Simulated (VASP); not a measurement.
# Si3Au (P6_3/mmc) in VASP: notebook

The runs below take Si3Au through single point, relaxation of cell and atoms, with PBE.

All numbers are computed with VASP 6.6.1; they aren't measurements. Logs are shortened: lines on timing, memory, paths and dates and some standing lists are left out, and cuts for length are marked.

## (1) The cell of the first run

It takes space group P6_3/mmc (No. 194, hexagonal). The conventional cell has a = 5.689 Å, b = 5.689 Å, c = 4.566 Å, α = 90.00°, β = 90.00°, γ = 120.00°. Si (site symmetry mm2) has 4 Au at 2.81 to 2.84 Å and 8 Si at 2.81 to 2.85 Å within 3.7 Å. Within 3.7 Å of Au (site symmetry -6m2) lie 12 Si at 2.81 to 2.84 Å.

## (2) Single point, PBE

The input, INCAR:

```
SYSTEM = Si3Au
ALGO = Normal
EDIFF = 1E-6
ENCUT = 520
GGA = PE
ISIF = 2
ISMEAR = 0
LASPH = .True.
LCHARG = .False.
LREAL = .False.
LWAVE = .False.
NBANDS = 33
NELM = 100
PREC = Accurate
SIGMA = 0.1
```

The input, KPOINTS:

```
k-points
0
Gamma
  6 6 4
  0 0 0
```

The input, POSCAR:

```
Si3Au
1.0
    5.6889428951      0.0000000000      0.0000000000
   -2.8444714475      4.9267690678      0.0000000000
    0.0000000000      0.0000000000      4.5662544335
Si Au
6 2
Direct
    0.8330000000      0.6660000000      0.2500000000
    0.1670000000      0.8330000000      0.7500000000
    0.3340000000      0.1670000000      0.2500000000
    0.1670000000      0.3340000000      0.7500000000
    0.8330000000      0.1670000000      0.2500000000
    0.6660000000      0.8330000000      0.7500000000
    0.3333333333      0.6666666667      0.2500000000
    0.6666666667      0.3333333333      0.7500000000
```

Potentials or basis: VASP PAW PBE potentials, release 64 (Si, Au).

Started as:

```console
> cat potpaw_PBE.64/Si/POTCAR potpaw_PBE.64/Au/POTCAR > POTCAR
> mpirun -np 1 vasp_std > vasp.out
```

OUTCAR:

```text
SYSTEM = Si3Au
   EDIFF = 1E-6
   ENCUT = 520
   GGA = PE
   ISIF = 2
   ISMEAR = 0
   LASPH = .True.
   LREAL = .False.
   NELM = 100
   PREC = Accurate

 ion  position               nearest neighbor table
   1  0.833  0.666  0.250-   8 2.81   8 2.81   6 2.81   6 2.81   2 2.81   2 2.81   5 2.84   3 2.84
                             7 2.84   7 2.84   5 2.85   3 2.85
   2  0.167  0.833  0.750-   7 2.81   7 2.81   3 2.81   3 2.81   1 2.81   1 2.81   4 2.84   6 2.84
                             8 2.84   8 2.84   4 2.85   6 2.85
   3  0.334  0.167  0.250-   8 2.81   8 2.81   2 2.81   2 2.81   4 2.81   4 2.81   1 2.84   5 2.84
                             7 2.84   7 2.84   1 2.85   5 2.85
   4  0.167  0.334  0.750-   7 2.81   7 2.81   3 2.81   3 2.81   5 2.81   5 2.81   2 2.84   6 2.84
                             8 2.84   8 2.84   2 2.85   6 2.85
   5  0.833  0.167  0.250-   8 2.81   8 2.81   6 2.81   6 2.81   4 2.81   4 2.81   1 2.84   3 2.84
                             7 2.84   7 2.84   1 2.85   3 2.85
   6  0.666  0.833  0.750-   7 2.81   7 2.81   5 2.81   5 2.81   1 2.81   1 2.81   4 2.84   2 2.84
                             8 2.84   8 2.84   4 2.85   2 2.85
   7  0.333  0.667  0.250-   2 2.81   2 2.81   4 2.81   4 2.81   6 2.81   6 2.81   3 2.84   1 2.84
                             5 2.84   5 2.84   3 2.84   1 2.84
   8  0.667  0.333  0.750-   5 2.81   5 2.81   1 2.81   1 2.81   3 2.81   3 2.81   6 2.84   4 2.84
                             2 2.84   2 2.84   6 2.84   4 2.84

  LATTYP: Found a hexagonal cell.
 ALAT       =     5.6889428951
 C/A-ratio  =     0.8026542923

  Lattice vectors:

 A1 = (   5.6889428951,   0.0000000000,   0.0000000000)
 A2 = (  -2.8444714475,   4.9267690678,   0.0000000000)
 A3 = (   0.0000000000,   0.0000000000,   4.5662544335)

Analysis of symmetry for initial positions (statically):
=====================================================================
 Subroutine PRICEL returns:
 Original cell was already a primitive cell.

 Routine SETGRP: Setting up the symmetry group for a
 hexagonal supercell.

 Subroutine GETGRP returns: Found 24 space group operations
 (whereof 12 operations were pure point group operations)
 out of a pool of 24 trial point group operations.

The static configuration has the point symmetry D_3d.
 The point group associated with its full space group is D_6h.

Analysis of symmetry for dynamics (positions and initial velocities):
=====================================================================
 Subroutine PRICEL returns:
 Original cell was already a primitive cell.

 Routine SETGRP: Setting up the symmetry group for a
 hexagonal supercell.

 Subroutine GETGRP returns: Found 24 space group operations
 (whereof 12 operations were pure point group operations)
 out of a pool of 24 trial point group operations.

The dynamic configuration has the point symmetry D_3d.
 The point group associated with its full space group is D_6h.

 Subroutine INISYM returns: Found 24 space group operations
 (whereof 12 operations are pure point group operations),
 and found     1 'primitive' translations

----------------------------------------------------------------------------------------

                                     Primitive cell

  volume of cell :     127.9835

  direct lattice vectors                    reciprocal lattice vectors
     5.688942895  0.000000000  0.000000000     0.175779581  0.101486389  0.000000000
    -2.844471448  4.926769068  0.000000000     0.000000000  0.202972777  0.000000000
     0.000000000  0.000000000  4.566254434     0.000000000  0.000000000  0.218997871

  length of vectors
     5.688942895  5.688942895  4.566254434     0.202972777  0.202972777  0.218997871

  position of ions in fractional coordinates (direct lattice)
     0.833000000  0.666000000  0.250000000
     0.167000000  0.833000000  0.750000000
     0.334000000  0.167000000  0.250000000
     0.167000000  0.334000000  0.750000000
     0.833000000  0.167000000  0.250000000
     0.666000000  0.833000000  0.750000000
     0.333333333  0.666666667  0.250000000
     0.666666667  0.333333333  0.750000000

  ion indices of the primitive-cell ions
   primitive index   ion index
                 1           1
                 2           2
                 3           3
                 4           4
                 5           5
                 6           6
                 7           7
                 8           8

----------------------------------------------------------------------------------------

 KPOINTS: k-points

Automatic generation of k-mesh.
 Grid dimensions read from file:
 generate k-points for:    6    6    4

 Generating k-lattice:

  Cartesian coordinates                     Fractional coordinates (reciprocal lattice)
     0.029296597  0.016914398  0.000000000     0.166666667  0.000000000  0.000000000
     0.000000000  0.033828796  0.000000000     0.000000000  0.166666667  0.000000000
     0.000000000  0.000000000  0.054749468     0.000000000  0.000000000  0.250000000

  Length of vectors
     0.033828796  0.033828796  0.054749468

  Shift w.r.t. Gamma in fractional coordinates (k-lattice)
     0.000000000  0.000000000  0.000000000

 Subroutine IBZKPT returns following result:
 ===========================================

 Found     21 irreducible k-points:

 Following reciprocal coordinates:
            Coordinates               Weight
  0.000000  0.000000  0.000000      1.000000
  0.166667  0.000000  0.000000      6.000000
  0.333333  0.000000  0.000000      6.000000
  0.500000 -0.000000  0.000000      3.000000
  0.166667  0.166667  0.000000      6.000000
  0.333333  0.166667  0.000000     12.000000
[... 13 lines left out ...]
  0.333333  0.166667  0.500000     12.000000
  0.333333  0.333333  0.500000      2.000000
   k-points           NKPTS =     21   k-points in BZ     NKDIM =     21   number of bands    NBANDS=     33
   number of dos      NEDOS =    301   number of ions     NIONS =      8
   total plane-waves  NPLWV =  63504
   dimension x,y,z NGX =    42 NGY =   42 NGZ =   36
   dimension x,y,z NGXF=    84 NGYF=   84 NGZF=   72
   ions per type =               6   2
   NGX,Y,Z   is equivalent  to a cutoff of  12.27, 12.27, 13.11 a.u.
   NGXF,Y,Z  is equivalent  to a cutoff of  24.55, 24.55, 26.21 a.u.
 SYSTEM =  Si3Au
   PREC   = accura    normal or accurate (medium, high low for compatibility)
   ISTART =      0    job   : 0-new  1-cont  2-samecut
   ICHARG =      2    charge: 1-file 2-atom 10-const
   ISPIN  =      1    spin polarized calculation?
   LNONCOLLINEAR =      F non collinear calculations
   LSORBIT =      F    spin-orbit coupling
   LASPH  =      T    aspherical Exc in radial PAW
   ENCUT  =  520.0 eV  38.22 Ry    6.18 a.u.  10.58 10.58  8.49*2*pi/ulx,y,z
   NELM   =    100;   NELMIN=  2; NELMDL= -5     # of ELM steps
   EDIFF  = 0.1E-05   stopping-criterion for ELM
   LREAL  =      F    real-space projection
   EDIFFG = 0.1E-04   stopping-criterion for IOM
   NSW    =      0    number of steps for IOM
   IBRION =     -1    ionic relax: 0-MD 1-quasi-New 2-CG
   NFREE  =      0    steps in history (QN), initial steepest desc. (CG)
   ISIF   =      2    stress and relaxation
   ISYM   =      2    0-nonsym 1-usesym 2-fastsym
   POTIM  = 0.5000    time-step for ionic-motion
   TEBEG  =    0.0;   TEEND  =   0.0 temperature during run
   PSTRESS=    0.0 pullay stress
   NELECT =      46.0000    total number of electrons
   NUPDOWN=      -1.0000    fix difference up-down
   EMIN   =  10.00;   EMAX   =-10.00  energy-range for DOS
   EFERMI =   0.00;   METHOD = LEGACY
   ISMEAR =     0;   SIGMA  =   0.10  broadening in eV -4-tet -1-fermi 0-gaus
   EFERMI_NEDOS =   21; number of points for ismear=-14 and -15
   IALGO  =     38    algorithm
   IMIX   =      4    mixing-type and parameters
     AMIX     =   0.40;   BMIX     =  1.00
     AMIX_MAG =   1.60;   BMIX_MAG =  1.00
  volume/ion in A,a.u.               =      16.00       107.96
  Fermi-wavevector in a.u.,A,eV,Ry     =   1.163973  2.199590 18.433616  1.354833
  Thomas-Fermi vector in A             =   2.300516
   LORBIT       =      0    0 simple, 1 ext, 2 COOP (PROOUT), +10 PAW based schemes
   GGA     = PE    functional components
   LHFCALC =     F    Hartree Fock is set to
   AEXX    =    0.0000 exact exchange contribution
   IVDW    =     0    specifies the selected vdW correction
   LEPSILON=     F    determine dielectric tensor
   LRPA    =     F    only Hartree local field effects (RPA)
 non-spin polarized calculation
 Gauss-broadening in eV      SIGMA  =   0.10
  energy-cutoff  :      520.00
  volume of cell :      127.98
 maximum number of plane-waves:      3474
   NGX = 21   NGY = 21   NGZ = 17

 number of electron      46.0000002 magnetization

 Free energy of the ion-electron system (eV)
  ---------------------------------------------------
  ext. energy  EPLUGINS =         0.00000000
  ---------------------------------------------------
  free energy    TOTEN  =       -34.89483817 eV

  energy without entropy =      -34.87335956  energy(sigma->0) =      -34.88409887

 E-fermi :   9.4087     XC(G=0): -11.3735

 val. band max:        9.3756439096   @ k =   0.3333   0.0000   0.0000
 cond. band min:       9.4217330779   @ k =   0.3333   0.1667   0.0000
 fundamental gap:      0.0460891684
 Fermi energy:         9.4086500077

 k-point     1 :       0.0000    0.0000    0.0000
  band No.  band energies     occupation
      1      -3.6679      2.00000
      2       0.7091      2.00000
      3       0.9163      2.00000
      4       0.9163      2.00000
      5       2.4328      2.00000
      6       2.5070      2.00000
[... 25 lines left out ...]
     32      12.7768      0.00000
     33      14.4331      0.00000

 k-point     2 :       0.1667    0.0000    0.0000
  band No.  band energies     occupation
      1      -3.4949      2.00000
      2       0.1428      2.00000
      3       0.6538      2.00000
      4       0.8566      2.00000
      5       2.3120      2.00000
      6       2.6798      2.00000
[... 676 lines left out ...]
 k-point    21 :       0.3333    0.3333    0.5000
  band No.  band energies     occupation
      1      -0.4021      2.00000
      2      -0.4021      2.00000
      3      -0.0672      2.00000
      4      -0.0672      2.00000
      5       0.4945      2.00000
      6       0.4945      2.00000
[... 25 lines left out ...]
     32      13.2868      0.00000
     33      14.2007      0.00000

------------------------ aborting loop because EDIFF is reached ----------------------------------------

  FORCE on cell =-STRESS in cart. coord.  units (eV):
  Direction    XX          YY          ZZ          XY          YZ          ZX
  --------------------------------------------------------------------------------------
  -------------------------------------------------------------------------------------
  Total        0.8815491      0.8815491      2.3752653      0.0000000      0.0000000      0.0000000
  in kB       11.0357839     11.0357839     29.7350602      0.0000000      0.0000000      0.0000000
  external PRESSURE =      17.2688760 kB  Pullay stress =       0.0000000 kB

 VOLUME and BASIS-vectors are now :
 -----------------------------------------------------------------------------
  energy-cutoff  :      520.00
  volume of cell :      127.98
      direct lattice vectors                 reciprocal lattice vectors
     5.688942895  0.000000000  0.000000000     0.175779581  0.101486389  0.000000000
    -2.844471448  4.926769068  0.000000000     0.000000000  0.202972777  0.000000000
     0.000000000  0.000000000  4.566254434     0.000000000  0.000000000  0.218997871

 POSITION                                       TOTAL-FORCE (eV/Angst)
 -----------------------------------------------------------------------------------
      2.84447      3.28123      1.14156         0.000000      0.429330      0.000000
     -1.41939      4.10400      3.42469        -0.371811      0.214665      0.000000
      1.42508      0.82277      1.14156        -0.371811     -0.214665     -0.000000
      0.00000      1.64554      3.42469        -0.000000     -0.429330      0.000000
      4.26386      0.82277      1.14156         0.371811     -0.214665     -0.000000
      1.41939      4.10400      3.42469         0.371811      0.214665      0.000000
     -0.00000      3.28451      1.14156         0.000000      0.000000      0.000000
      2.84447      1.64226      3.42469         0.000000      0.000000      0.000000
 -----------------------------------------------------------------------------------
    total drift:                               -0.000000      0.000000     -0.000000

  FREE ENERGIE OF THE ION-ELECTRON SYSTEM (eV)
  ---------------------------------------------------
  free  energy   TOTEN  =       -34.8948381726 eV

  energy  without entropy=      -34.8733595594  energy(sigma->0) =      -34.88409887
```

Wall time 62 s (1 thread of AMD EPYC 9R45 (Zen 5), shared host); peak memory 0.25 GiB.

Results:

```
Free energy            : -34.8948 eV
Pressure               : 1.7 GPa
Largest force          : 0.429 eV/Å
Band gap on the k mesh : zero (bands 23 and 24 overlap by 4.46 eV)
```

Forces in eV/Å, atoms in the order of the input:
```
Si   0.000  0.429  0.000
Si  -0.372  0.215  0.000
Si  -0.372 -0.215  0.000
Si   0.000 -0.429  0.000
Si   0.372 -0.215  0.000
Si   0.372  0.215  0.000
Au   0.000  0.000  0.000
Au   0.000  0.000  0.000
```

Caveat: spin-orbit coupling is left out, which moves the levels of the heavy elements.

## (3) Single point, PBE

This run uses another cell than the first one, of 16.42 Å³/atom.

The input, INCAR:

```
SYSTEM = Si3Au
ALGO = Normal ; EDIFF = 1E-6
ENCUT = 520 ; GGA = PE
ISIF = 2 ; ISMEAR = 0
LASPH = .TRUE. ; LCHARG = .FALSE.
LREAL = .FALSE. ; LWAVE = .FALSE.
NBANDS = 33 ; NELM = 80
PREC = Accurate ; SIGMA = 0.1
```

The input, KPOINTS:

```
k-points
0
G
  6 6 4
  0 0 0
```

The input, POSCAR:

```
Si3Au
1.0
    5.7683298818      0.0000000000      0.0000000000
   -2.8841649409      4.9955202151      0.0000000000
    0.0000000000      0.0000000000      4.5596144186
Si Au
6 2
Direct
    0.8457667951      0.6915335901      0.2500000000
    0.1542332049      0.8457667951      0.7500000000
    0.3084664099      0.1542332049      0.2500000000
    0.1542332049      0.3084664099      0.7500000000
    0.8457667951      0.1542332049      0.2500000000
    0.6915335901      0.8457667951      0.7500000000
    0.3333333333      0.6666666667      0.2500000000
    0.6666666667      0.3333333333      0.7500000000
```

Potentials or basis: VASP PAW PBE potentials, release 64 (Si, Au).

Started as:

```console
> cat potpaw_PBE.64/Si/POTCAR potpaw_PBE.64/Au/POTCAR > POTCAR
> mpirun -np 1 vasp_std > vasp.out
```

Wall time 64 s (1 thread of AMD EPYC 9R45 (Zen 5), shared host); peak memory 0.28 GiB.

The run converged. Its results:

| Property | Result |
| --- | --- |
| Free energy | -35.0996 eV |
| Pressure | -0.2 GPa |
| Largest force | 0.015 eV/Å |
| Band gap on the k mesh | zero (bands 23 and 24 overlap by 4.05 eV) |

Forces on the atoms (eV/Å):
```
Si   0.000  0.015  0.000
Si  -0.013  0.007  0.000
Si  -0.013 -0.007  0.000
Si   0.000 -0.015  0.000
Si   0.013 -0.007  0.000
Si   0.013  0.007  0.000
Au   0.000  0.000  0.000
Au   0.000  0.000  0.000
```

Levels at points of the mesh, in eV from the Fermi level:
| k point | band 20 | band 21 | band 22 | band 23 | band 24 | band 25 | band 26 | band 27 |
| --- | --- | --- | --- | --- | --- | --- | --- | --- |
| (0.00, 0.00, 0.00) | -0.95 | -0.95 | -0.77 | -0.77 | -0.03 | -0.03 | 0.48 | 1.79 |
| (0.50, 0.00, 0.00) | -1.90 | -1.60 | -1.43 | -0.52 | -0.24 | 0.06 | 0.09 | 0.79 |
| (0.00, 0.00, 0.50) | -2.80 | -2.29 | -2.29 | -2.29 | -2.29 | 2.57 | 2.57 | 3.81 |
| (0.50, 0.00, 0.50) | -1.19 | -0.55 | -0.55 | 0.02 | 0.02 | 1.21 | 1.21 | 2.21 |

Caveat: spin-orbit coupling is left out, which moves the levels of the heavy elements.

## (4) Single point, PBE

This run uses another cell than the first one, of 16.31 Å³/atom.

The input, INCAR:

```
ALGO = Normal
EDIFF = 1E-6
ENCUT = 520
GGA = PE
ISIF = 2
ISMEAR = 0
LASPH = T
LCHARG = T
LELF = T
LREAL = F
LVHAR = T
LWAVE = F
NBANDS = 33
NELM = 60
PREC = Accurate
SIGMA = 0.1
```

The input, KPOINTS:

```
k-points
0
Gamma
  6 6 8
```

The input, POSCAR:

```
Si3Au
1.0
    5.7571868203      0.0000000000      0.0000000000
   -2.8785934101      4.9858700407      0.0000000000
    0.0000000000      0.0000000000      4.5467707250
Si Au
6 2
Direct
    0.8379120931      0.6758241862      0.2500000000
    0.1620879069      0.8379120931      0.7500000000
    0.3241758138      0.1620879069      0.2500000000
    0.1620879069      0.3241758138      0.7500000000
    0.8379120931      0.1620879069      0.2500000000
    0.6758241862      0.8379120931      0.7500000000
    0.3333333333      0.6666666667      0.2500000000
    0.6666666667      0.3333333333      0.7500000000
```

Started as:

```console
> cat potpaw_PBE.64/Si/POTCAR potpaw_PBE.64/Au/POTCAR > POTCAR
> mpirun -np 1 vasp_std > vasp.out
```

It took 2.2 min on 1 thread of AMD EPYC 9R45 (Zen 5), shared host; peak memory 0.31 GiB.

It converged, with:

| Property | Result |
| --- | --- |
| Free energy | -34.9123 eV |
| Pressure | -0.1 GPa |
| Band gap on the k mesh | zero (bands 23 and 24 overlap by 4.34 eV) |

Forces in eV/Å, atoms in the order of the input:
```
Si   0.000 -0.002  0.000
Si   0.002 -0.001  0.000
Si   0.002  0.001  0.000
Si   0.000  0.002  0.000
Si  -0.002  0.001  0.000
Si  -0.002 -0.001  0.000
Au   0.000  0.000  0.000
Au   0.000  0.000  0.000
```

Levels at points of the mesh, in eV from the Fermi level:
```csv
k point,band 19,band 20,band 21,band 22,band 23,band 24,band 25,band 26,band 27,band 28
"(0.00, 0.00, 0.00)",-2.96,-0.73,-0.73,-0.50,-0.50,-0.23,-0.23,0.68,1.99,2.00
"(0.50, 0.00, 0.00)",-1.98,-1.65,-1.57,-1.25,-0.37,-0.24,-0.24,0.09,0.73,1.86
"(0.00, 0.00, 0.50)",-3.01,-3.01,-2.36,-2.36,-2.36,-2.36,3.08,3.08,3.78,3.78
"(0.50, 0.00, 0.50)",-1.19,-1.19,-0.66,-0.66,0.32,0.32,1.10,1.10,2.32,2.32
```

Caveat: spin-orbit coupling is left out, which moves the levels of the heavy elements.

(Part 1 of 3 ends here.)

The gap in the log of VASP goes by the Fermi energy; the results here count the filled bands.